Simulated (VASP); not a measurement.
# PC30 (a cell with a defect) in VASP: settings compared

The runs below take PC30 (a cell with a defect) through single point, with PBE, r2SCAN.

Program: VASP 6.6.1. These are calculated values, not measurements. Logs are shortened: lines on timing, memory, paths and dates and some standing lists are left out, and cuts for length are marked.

### Step 1. The cell of the first run

The cell holds a defect, 31 atoms: a = 6.186 Å, b = 6.186 Å, c = 6.186 Å, α = 109.47°, β = 109.47°, γ = 109.47°.

### Step 2. Single point, PBE, collinear spin

Contents of INCAR:

```
PREC     = Accurate       # precision mode
ENCUT    = 520            # plane-wave cutoff, eV
EDIFF    = 1E-6           # SCF threshold, eV
ISMEAR   = -1             # smearing method
SIGMA    = 0.01           # smearing width, eV
LREAL    = Auto         
LASPH    = T              # aspherical terms in the spheres
NELM     = 200            # most SCF steps
ALGO     = Normal         # electronic algorithm
ISIF     = 2              # what is computed and relaxed
LWAVE    = F              # write WAVECAR
LCHARG   = F              # write CHGCAR
ISPIN    = 2              # spin polarisation
MAGMOM   = 0.01 0.01 0.03 0.03 0.03 0.03 0.03 0.09 0.03 0.03 0.09 0.03 0.01 0.03 0.09 0.01 0.03 0.13 0.03 0.04 0.13 0.13 0.04 0.04 0.03 0.04 0.01 0.01 0.04 0.04 0.02 # initial moments
LORBIT   = 11             # projections on sites
NUPDOWN  = 2.0            # fixed moment
GGA      = PE             # functional
NELECT   = 124.0        
NBANDS   = 88             # bands
GGA_COMPAT= F
```

Contents of KPOINTS:

```
Automatic mesh
0
Gamma
  1 1 1
```

Contents of POSCAR:

```
PC30
1.0
   -3.5716218665      3.5716218665      3.5716218665
    3.5716218665     -3.5716218665      3.5716218665
    3.5716218665      3.5716218665     -3.5716218665
C P
30 1
Direct
    0.0058532354      0.0087149935      0.0052830237
    0.0058580317      0.2553585563      0.7586543505
    0.0043809889      0.5041113641      0.5073700088
    0.0043736977      0.7574334863      0.2540410658
    0.2541065658      0.0039166713      0.7538535332
    0.2546090613      0.2538680958      0.5073680708
    0.2546082213      0.7574294924      0.0037981965
    0.4937533650      0.0073127124      0.4931796788
    0.5079449178      0.2538649746      0.2540367929
    0.5079408982      0.5041048967      0.0038022621
    0.4937495546      0.7432417145      0.7572393688
    0.7544309842      0.0039246060      0.2535365114
    0.7592116022      0.2553418076      0.0052720609
    0.7544300306      0.5036082985      0.7538596587
    0.7578031859      0.7432542166      0.4931875601
    0.0002817952      0.0027693336      0.7527040241
    0.0044977625      0.2539937097      0.5037653833
   -0.0013012585      0.5138617451      0.2637945409
    0.0044918863      0.7538337618      0.0039219767
    0.2510086867      0.0046987680      0.5033769294
    0.2643646987      0.2482092649      0.2637916414
    0.2643642565      0.5138597722     -0.0018467624
    0.2510093816      0.7534370227      0.7546287552
    0.5039511390      0.0047062476      0.2504354644
    0.5043354525      0.2539843510      0.0039174953
    0.5039478451      0.5005090101      0.7546433396
    0.7532883658      0.0027846718     -0.0002777041
    0.7532885655      0.2497943179      0.7527172129
    0.7552206396      0.5005159737      0.5033832343
    0.7552156935      0.7534471591      0.2504447931
    0.3917345648      0.6411723566      0.3911181905
```

Potentials or basis: VASP PAW PBE potentials, release 64 (C, P).

Launch:

```
cat potpaw_PBE.64/C/POTCAR potpaw_PBE.64/P/POTCAR > POTCAR
mpirun -np 1 vasp_gam > vasp.out
```

OUTCAR:

```text
PREC = Accurate
   ENCUT = 520
   EDIFF = 1E-6
   ISMEAR = -1
   LREAL = Auto
   LASPH = T
   NELM = 200
   ISIF = 2
   ISPIN = 2
   LORBIT = 11
   NUPDOWN = 2.0
   GGA = PE
   NELECT = 124.0

 ion  position               nearest neighbor table
   1  0.006  0.009  0.005-  27 1.54  16 1.54  21 1.56  19 1.57
   2  0.006  0.255  0.759-  28 1.54  16 1.54  22 1.56  17 1.57
   3  0.004  0.504  0.507-  18 1.52  29 1.53  23 1.53  17 1.54
   4  0.004  0.757  0.254-  18 1.52  30 1.53  20 1.53  19 1.54
   5  0.254  0.004  0.754-  20 1.54  23 1.54  25 1.55  16 1.57
   6  0.255  0.254  0.507-  21 1.52  20 1.53  26 1.53  17 1.54
[... 22 lines left out ...]
  29  0.755  0.501  0.503-  15 1.52   3 1.53   9 1.53  14 1.54
  30  0.755  0.753  0.250-  15 1.52   4 1.53  10 1.53  12 1.54
  31  0.392  0.641  0.391-  15 1.94  11 1.94   8 1.94  21 2.05  22 2.05  18 2.05

  LATTYP: Found a body centered cubic cell.
 ALAT       =     7.1432437330

  Lattice vectors:

 A1 = (  -3.5716218665,   3.5716218665,   3.5716218665)
 A2 = (   3.5716218665,  -3.5716218665,   3.5716218665)
 A3 = (   3.5716218665,   3.5716218665,  -3.5716218665)

Analysis of symmetry for initial positions (statically):
=====================================================================
 Subroutine PRICEL returns:
 Original cell was already a primitive cell.

 Routine SETGRP: Setting up the symmetry group for a
 body centered cubic supercell.

 Subroutine GETGRP returns: Found  1 space group operations
 (whereof  1 operations were pure point group operations)
 out of a pool of 48 trial point group operations.

The static configuration has the point symmetry C_1 .

Analysis of symmetry for dynamics (positions and initial velocities):
=====================================================================
 Subroutine PRICEL returns:
 Original cell was already a primitive cell.

 Routine SETGRP: Setting up the symmetry group for a
 body centered cubic supercell.

 Subroutine GETGRP returns: Found  1 space group operations
 (whereof  1 operations were pure point group operations)
 out of a pool of 48 trial point group operations.

The dynamic configuration has the point symmetry C_1 .

Analysis of structural, dynamic, and magnetic symmetry:
=====================================================================
 Subroutine PRICEL returns:
 Original cell was already a primitive cell.

 Routine SETGRP: Setting up the symmetry group for a
 body centered cubic supercell.

[... 179 lines left out ...]
  ---------------------------------------------------
  ext. energy  EPLUGINS =         0.00000000
  ---------------------------------------------------
  free energy    TOTEN  =      -280.11006117 eV

  energy without entropy =     -280.11006117  energy(sigma->0) =     -280.11006117

 E-fermi :   9.4455     XC(G=0): -13.1294

 val. band max:       10.8301274188   @ k =   0.0000   0.0000   0.0000
 cond. band min:      11.2583452457   @ k =   0.0000   0.0000   0.0000
 fundamental gap:      0.4282178268
 Fermi energy:        11.1805687969

 spin component 1

 k-point     1 :       0.0000    0.0000    0.0000
  band No.  band energies     occupation
      1     -11.5407      1.00000
      2      -7.4750      1.00000
      3      -7.4317      1.00000
      4      -7.4315      1.00000
      5      -7.3393      1.00000
      6      -7.3391      1.00000
[... 66 lines left out ...]
     73      15.6966      0.00000
     74      17.2764      0.00000
 Fermi energy:         9.4454689779

 spin component 2

 k-point     1 :       0.0000    0.0000    0.0000
  band No.  band energies     occupation
      1     -11.4518      1.00000
      2      -7.3766      1.00000
      3      -7.3181      1.00000
      4      -7.3178      1.00000
      5      -7.2543      1.00000
      6      -7.2541      1.00000
[... 66 lines left out ...]
     73      15.7934      0.00000
     74      17.4204      0.00000
 [bands above 74 left out]

------------------------ aborting loop because EDIFF is reached ----------------------------------------

  FORCE on cell =-STRESS in cart. coord.  units (eV):
  Direction    XX          YY          ZZ          XY          YZ          ZX
  --------------------------------------------------------------------------------------
  -------------------------------------------------------------------------------------
  Total       -5.4156720     -5.3991949     -5.3958542    -13.2349479    -13.2312317    -13.2285070
  in kB      -47.6109145    -47.4660596    -47.4366903   -116.3526847   -116.3200140   -116.2960608
  external PRESSURE =     -47.5045548 kB  Pullay stress =       0.0000000 kB

 VOLUME and BASIS-vectors are now :
 -----------------------------------------------------------------------------
  energy-cutoff  :      520.00
  volume of cell :      182.25
      direct lattice vectors                 reciprocal lattice vectors
    -3.571621867  3.571621867  3.571621867     0.000000000  0.139992423  0.139992423
     3.571621867 -3.571621867  3.571621867     0.139992423  0.000000000  0.139992423
     3.571621867  3.571621867 -3.571621867     0.139992423  0.139992423  0.000000000

 POSITION                                       TOTAL-FORCE (eV/Angst)
 -----------------------------------------------------------------------------------
      0.02909      0.00865      0.03316         0.135747     -0.155651      0.137270
      3.60075      1.81850     -1.77666         0.134662      0.137496     -0.155830
      3.59698      0.02729      0.00401        -0.052844      0.178249      0.383503
      3.59698     -1.78231      1.81355        -0.052293      0.383885      0.180165
      1.79890      3.58606     -1.77092        -0.052081      0.114734      0.116112
      1.80948      1.81477      0.00396         0.180220     -0.050355      0.382620
[... 23 lines left out ...]
      0.88818      0.90081      4.49388         0.101593     -0.288852     -0.378429
      2.28782      0.50603      2.29223        -0.426548     -0.438411     -0.436205
 -----------------------------------------------------------------------------------
    total drift:                                0.068686      0.099634      0.101719

  FREE ENERGIE OF THE ION-ELECTRON SYSTEM (eV)
  ---------------------------------------------------
  free  energy   TOTEN  =      -280.1100611722 eV

  energy  without entropy=     -280.1100611722  energy(sigma->0) =     -280.11006117

 total charge

# of ion       s       p       d       tot
------------------------------------------
    1        0.817   1.719   0.000   2.536
    2        0.817   1.719   0.000   2.536
    3        0.829   1.764   0.000   2.593
    4        0.829   1.764   0.000   2.593
    5        0.823   1.730   0.000   2.552
    6        0.829   1.764   0.000   2.593
[... 23 lines left out ...]
   30        0.829   1.762   0.000   2.591
   31        0.976   1.411   0.000   2.386
--------------------------------------------------
tot         25.728  53.495   0.000  79.223

 magnetization (x)

# of ion       s       p       d       tot
------------------------------------------
    1       -0.001   0.009   0.000   0.008
    2       -0.001   0.009   0.000   0.008
    3        0.001   0.035   0.000   0.036
    4        0.001   0.035   0.000   0.036
    5        0.001   0.026   0.000   0.027
    6        0.001   0.035   0.000   0.036
[... 23 lines left out ...]
   30        0.001   0.038   0.000   0.039
   31       -0.008  -0.032   0.000  -0.040
--------------------------------------------------
tot          0.064   1.315   0.000   1.379
```

OSZICAR:

```text
N       E                     dE             d eps       ncg     rms          rms(c)
DAV:   1     0.868442659749E+03    0.86844E+03   -0.75065E+04   352   0.145E+03
DAV:   2    -0.203546677796E+03   -0.10720E+04   -0.97744E+03   464   0.329E+02
DAV:   3    -0.287773107591E+03   -0.84226E+02   -0.82875E+02   456   0.869E+01
DAV:   4    -0.289592417472E+03   -0.18193E+01   -0.18126E+01   448   0.140E+01
DAV:   5    -0.289620927628E+03   -0.28510E-01   -0.28442E-01   440   0.175E+00    0.230E+01
DAV:   6    -0.282262808709E+03    0.73581E+01   -0.75142E+00   408   0.852E+00    0.137E+01
DAV:   7    -0.280076585267E+03    0.21862E+01   -0.56330E+00   432   0.745E+00    0.426E+00
DAV:   8    -0.280092273649E+03   -0.15688E-01   -0.34760E-01   424   0.226E+00    0.224E+00
DAV:   9    -0.280106168341E+03   -0.13895E-01   -0.46126E-02   416   0.894E-01    0.112E+00
DAV:  10    -0.280109904739E+03   -0.37364E-02   -0.75112E-03   408   0.425E-01    0.355E-01
DAV:  11    -0.280109927467E+03   -0.22728E-04   -0.12880E-03   424   0.139E-01    0.935E-02
DAV:  12    -0.280110001149E+03   -0.73682E-04   -0.18414E-04   432   0.521E-02    0.383E-02
DAV:  13    -0.280110044371E+03   -0.43222E-04   -0.43452E-05   424   0.270E-02    0.200E-02
DAV:  14    -0.280110057145E+03   -0.12774E-04   -0.79122E-06   424   0.118E-02    0.104E-02
DAV:  15    -0.280110060823E+03   -0.36776E-05   -0.27644E-06   352   0.703E-03    0.360E-03
DAV:  16    -0.280110061172E+03   -0.34966E-06   -0.54433E-07   224   0.300E-03
   1 F= -.28011006E+03 E0= -.28011006E+03  d E =-.670208E-14  mag=     2.0000
```

Wall time 73 s (1 thread of Intel Xeon Platinum 8488C (Sapphire Rapids), shared host); peak memory 0.37 GiB.

Results:

- Free energy: -280.1101 eV
- Largest force: 0.751 eV/Å
- Net moment: 2.00 μB per cell
- Site moments: C +0.01, +0.04, +0.03, +0.10, +0.14 (each value once); P -0.04 μB
- Valence electrons inside the program's atomic spheres: C 2.54, 2.59, 2.55, 2.52 (each value once); P 2.39

Forces on the atoms (eV/Å):
```
C    0.136 -0.156  0.137
C    0.135  0.137 -0.156
C   -0.053  0.178  0.384
C   -0.052  0.384  0.180
C   -0.052  0.115  0.116
C    0.180 -0.050  0.383
C    0.181  0.382 -0.050
C   -0.190 -0.033 -0.197
C    0.383 -0.052  0.179
C    0.382  0.177 -0.052
C   -0.189 -0.196 -0.033
C    0.114  0.115 -0.049
C   -0.153  0.140  0.140
C    0.114 -0.049  0.116
C   -0.036 -0.195 -0.195
C    0.157 -0.122 -0.120
C   -0.116 -0.112  0.043
C   -0.039  0.485  0.483
C   -0.115  0.045 -0.112
C   -0.376  0.103 -0.285
C    0.484 -0.034  0.483
C    0.483  0.483 -0.035
C   -0.373 -0.283  0.102
C   -0.286  0.102 -0.382
C    0.040 -0.113 -0.112
C   -0.287 -0.381  0.102
C   -0.125 -0.123  0.157
C   -0.124  0.158 -0.124
C    0.101 -0.379 -0.289
C    0.102 -0.289 -0.378
P   -0.427 -0.438 -0.436
```

Caveat: the k points lie up to 1.24 Å⁻¹ apart; the cell carries a net charge on a neutralising background, which shifts energy and pressure; the cell is charged against a uniform background, so pressure and absolute levels hang on convention; the total moment is fixed, so each spin has its own Fermi level.

### Step 3. Single point, r2SCAN

Contents of POSCAR:

```
PC30
1.0
   -3.5716218665      3.5716218665      3.5716218665
    3.5716218665     -3.5716218665      3.5716218665
    3.5716218665      3.5716218665     -3.5716218665
C P
30 1
Direct
    0.0074350511      0.0093279281      0.0072523870
    0.0074282876      0.2562998057      0.7602529252
    0.0029763474      0.5046001864      0.5084730545
    0.0029775351      0.7575308185      0.2555425725
    0.2540414251      0.0033390432      0.7542801893
    0.2557252799      0.2518517335      0.5084672863
    0.2557297443      0.7575273717      0.0027983383
    0.4902781310     -0.0006182386      0.4901000831
    0.5086463911      0.2518504224      0.2555373908
    0.5086534525      0.5046005335      0.0027970602
    0.4902701716      0.7391408079      0.7503224367
    0.7544641170      0.0033383052      0.2538603442
    0.7604577114      0.2563068334      0.0072525525
    0.7544605495      0.5029104380      0.7542781787
    0.7505078419      0.7391392105      0.4900930841
    0.0001032600      0.0020025094      0.7529449589
    0.0060894571      0.2549597537      0.5063192699
    0.0100339922      0.5191553425      0.2701034125
    0.0060848226      0.7553749485      0.0058987970
    0.2518906763      0.0064389615      0.5046372160
    0.2702677749      0.2589029900      0.2700871531
    0.2702765482      0.5191474843      0.0098501741
    0.2518955115      0.7537044143      0.7573827538
    0.5048229749      0.0064403506      0.2517147602
    0.5065095467      0.2549604425      0.0059054021
    0.5048288635      0.5007651463      0.7573826696
    0.7531251945      0.0019955593     -0.0000851137
    0.7531259671      0.2489786581      0.7529406796
    0.7575603911      0.5007571528      0.5046402095
    0.7575623701      0.7536995969      0.2517142051
    0.3802674031      0.6291314106      0.3801013466
```

Contents of INCAR.step1:

```
ALGO = Normal
EDIFF = 1E-5
ENCUT = 580
GGA = PE
GGA_COMPAT = F
ISMEAR = -1
LASPH = T
LCHARG = F
LREAL = Auto
LWAVE = T
NBANDS = 84
NELECT = 126.0
NELM = 120
PREC = Accurate
SIGMA = 0.01
```

Contents of INCAR.step2:

```
ALGO = Normal
EDIFF = 1E-6
ENCUT = 580
GGA_COMPAT = F
ISIF = 2
ISMEAR = -1
ISTART = 1
LASPH = T
LCHARG = T
LELF = T
LMIXTAU = T
LREAL = Auto
LVHAR = T
LWAVE = F
METAGGA = R2SCAN
NBANDS = 84
NELECT = 126.0
NELM = 120
PREC = Accurate
SIGMA = 0.01
```

Contents of KPOINTS:

```
Automatic mesh
0
Gamma
  1 1 1
  0.25 0.25 0.25
```

Potentials or basis: VASP PAW PBE potentials, release 64 (C, P).

Launch:

```
cat potpaw_PBE.64/C/POTCAR potpaw_PBE.64/P/POTCAR > POTCAR
cp INCAR.step1 INCAR
mpirun -np 1 vasp_std > vasp.out
cp INCAR.step2 INCAR
mpirun -np 1 vasp_std > vasp.out
```

It took 2.9 min on 1 thread of Intel Xeon Platinum 8488C (Sapphire Rapids), shared host; peak memory 0.37 GiB.

Results (log left out):

```
Free energy   : -286.8060 eV
Largest force : 0.174 eV/Å
```

Forces in eV/Å, atoms in the order of the input:
```
C   -0.018 -0.019 -0.017
C   -0.014 -0.015 -0.018
C    0.035 -0.031 -0.029
C    0.035 -0.030 -0.032
C   -0.019  0.005  0.005
C   -0.030  0.035 -0.030
C   -0.031 -0.031  0.035
C   -0.123 -0.008 -0.123
C   -0.030  0.036 -0.031
C   -0.030 -0.031  0.035
C   -0.123 -0.121 -0.006
C    0.004  0.004 -0.020
C   -0.018 -0.017 -0.016
C    0.004 -0.019  0.005
C   -0.006 -0.122 -0.123
C    0.015  0.016  0.015
C   -0.004 -0.004  0.019
C    0.003  0.123  0.122
C   -0.003  0.019 -0.003
C    0.031 -0.035  0.031
C    0.122  0.007  0.123
C    0.122  0.123  0.004
C    0.030  0.032 -0.036
C    0.030 -0.035  0.030
C    0.020 -0.005 -0.004
C    0.033  0.030 -0.036
C    0.017  0.016  0.016
C    0.016  0.018  0.016
C   -0.034  0.030  0.033
C   -0.035  0.032  0.030
P    0.001 -0.004  0.005
```

Levels at points of the mesh, in eV from the Fermi level:
| k point | band 61 | band 62 | band 63 | band 64 | band 65 | band 66 |
| --- | --- | --- | --- | --- | --- | --- |
| (0.25, 0.25, 0.25) | -1.90 | -0.30 | -0.30 | 4.07 | 5.51 | 5.51 |

Caveat: the k points lie up to 1.24 Å⁻¹ apart; the cell carries a net charge on a neutralising background, which shifts energy and pressure; the cell is charged against a uniform background, so pressure and absolute levels hang on convention; the PAW data sets were made with another functional, which shifts forces and pressure a little.
